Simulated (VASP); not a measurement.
Au:

```
Au
1.0
    -1.65727    1.65727    1.65727
     1.65727   -1.65727    1.65727
     1.65727    1.65727   -1.65727
Au
1
Direct
  0.00000 0.00000 0.00000
```

```yaml
Program: VASP 6.6.1
Task: relaxation of cell and atoms
Functional: r2SCAN
Potentials_or_basis: VASP PAW PBE potentials, release 64 (Au)
Cutoff: 600 eV
k_mesh: 11 × 11 × 11
Occupations: fermi-dirac, width 0.05 eV
Spin: no spin polarisation
```

At the start: pressure -3.8 GPa; volume 18.21 Å³/atom.

Task: How do energy, volume and symmetry change on relaxing?

Result: Over 3 steps the energy falls by 6.2 meV/atom and the volume is 17.71 Å³/atom (-2.7 %); space group Im-3m (No. 229, to 0.05 Å).

Step by step:
| step | energy change (eV) | largest force (eV/Å) | pressure (GPa) | volume (Å³) |
| --- | --- | --- | --- | --- |
| 1 | 0.0000 | 0.0000 | -3.85 | 18.21 |
| 2 | 0.0049 | 0.0000 | 5.94 | 17.08 |
| 3 | -0.0062 | 0.0000 | -0.02 | 17.71 |

Final structure:
```xyz
1
Lattice="-1.6420 1.6420 1.6420 1.6420 -1.6420 1.6420 1.6420 1.6420 -1.6420" Properties=species:S:1:pos:R:3 pbc="T T T"
Au    0.0000    0.0000    0.0000
```

Caveat: the PAW data sets were made with another functional, which shifts forces and pressure a little.
